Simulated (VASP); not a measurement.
A run of VASP 6.6.1 is set up as follows.

The input INCAR:

```
SYSTEM = Au
PREC     = Accurate       ! precision mode
ENCUT    = 520            ! plane-wave cutoff, eV
EDIFF    = 1E-7           ! SCF threshold, eV
ISMEAR   = 0              ! smearing method
SIGMA    = 0.1            ! smearing width, eV
LREAL    = .False.        ! projectors in reciprocal space
LASPH    = .True.         ! aspherical terms in the spheres
NELM     = 60             ! most SCF steps
ALGO     = Normal         ! electronic algorithm
ISIF     = 2              ! what is computed and relaxed
LWAVE    = .False.        ! write WAVECAR
LCHARG   = .False.        ! write CHGCAR
GGA      = PE             ! functional
NBANDS   = 12             ! bands
```

KPOINTS

```
regular mesh
0
Gamma
  18 18 18
  0 0 0
```

Contents of POSCAR:

```
Au
1.0
   -1.6468277839      1.6468277839      1.6468277839
    1.6468277839     -1.6468277839      1.6468277839
    1.6468277839      1.6468277839     -1.6468277839
Au
1
Direct
    0.0000000000      0.0000000000      0.0000000000
```

Potentials or basis: VASP PAW PBE potentials, release 64 (Au).

The run is started by

```bash
$ cat potpaw_PBE.64/Au/POTCAR > POTCAR
$ mpirun -np 1 vasp_std > vasp.out
```

(1) Estimate the pressure.

Results:

(1) 0.7 GPa.
